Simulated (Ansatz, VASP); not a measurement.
**Al2GaP2: VASP beside Ansatz**

INCAR

```
PREC = Accurate ; ENCUT = 600
EDIFF = 1E-6 ; ISMEAR = 0
SIGMA = 0.1 ; LREAL = False
LASPH = True ; NELM = 100
ALGO = Normal ; ISIF = 3
LWAVE = False ; LCHARG = False
GGA = PE ; IBRION = 2
NSW = 90 ; EDIFFG = -0.04
```

File KPOINTS:

```
regular mesh
0
Gamma
  6 6 6
```

The input POSCAR:

```
Al2GaP2
1.0
   -2.1083063700      2.1083063700      4.9185807300
    2.1083063700     -2.1083063700      4.9185807300
    2.1083063700      2.1083063700     -4.9185807300
Al Ga P
2 1 2
Direct
    0.3750000000      0.3750000000      0.0000000000
    0.6250000000      0.6250000000      0.0000000000
    0.0000000000      0.0000000000      0.0000000000
    0.7500000000      0.2500000000      0.5000000000
    0.2500000000      0.7500000000      0.5000000000
```

Input for Ansatz:

```yaml
crystal:
  lattice:
    - [-2.10830637, 2.10830637, 4.91858073]
    - [2.10830637, -2.10830637, 4.91858073]
    - [2.10830637, 2.10830637, -4.91858073]
  atoms:
    - { symbol: Al, position: [0.375, 0.375, 0.0] }
    - { symbol: Al, position: [0.625, 0.625, 0.0] }
    - { symbol: Ga, position: [0.0, 0.0, 0.0] }
    - { symbol: P, position: [0.75, 0.25, 0.5] }
    - { symbol: P, position: [0.25, 0.75, 0.5] }
basis:
  ecutwfc: 420
kpoints:
  mp_grid: { grid: [6, 6, 6] }
hamiltonian:
  xc: pbe
scf:
  occupations: { method: gaussian, width: 0.1 }
  lower_state_search: "off"
output:
  forces: true
  stress: true
  eigenvalues: true
relax:
  adjacent_minimum: "off"
  f_tol: 0.04
  max_steps: 70
  cell: { stress_tol: 0.4 }
```

Change from the starting cell: species swapped into the TmSi2Os2 type (I4/mmm, No. 139).

Alike in both runs: task relaxation of cell and atoms; functional PBE; k mesh 6 × 6 × 6; occupations gaussian, width 0.1 eV; no spin polarisation.

|  | VASP | Ansatz |
| --- | --- | --- |
| version | VASP 6.6.1 | Ansatz 0.2.0 |
| potentials or method | VASP PAW PBE potentials, release 64 (Al, Ga_d, P), cutoff 600 eV | scalar-relativistic, plane waves, PAW |
| valence electrons in the cell | 29 | 29 |

|  | VASP | Ansatz | Ansatz less VASP |
| --- | --- | --- | --- |
| gap on the k mesh at the Fermi level, each at its own relaxed structure (eV) | none | none | - |
| relaxed volume (Å³/atom) | 19.29 | 19.25 | -0.043 |
| relaxed length of the cell vector where the two differ most in proportion (Å) | 5.574 | 5.579 | +0.0052 |

A gap of «none» marks a metal or a gap that the smearing closes.
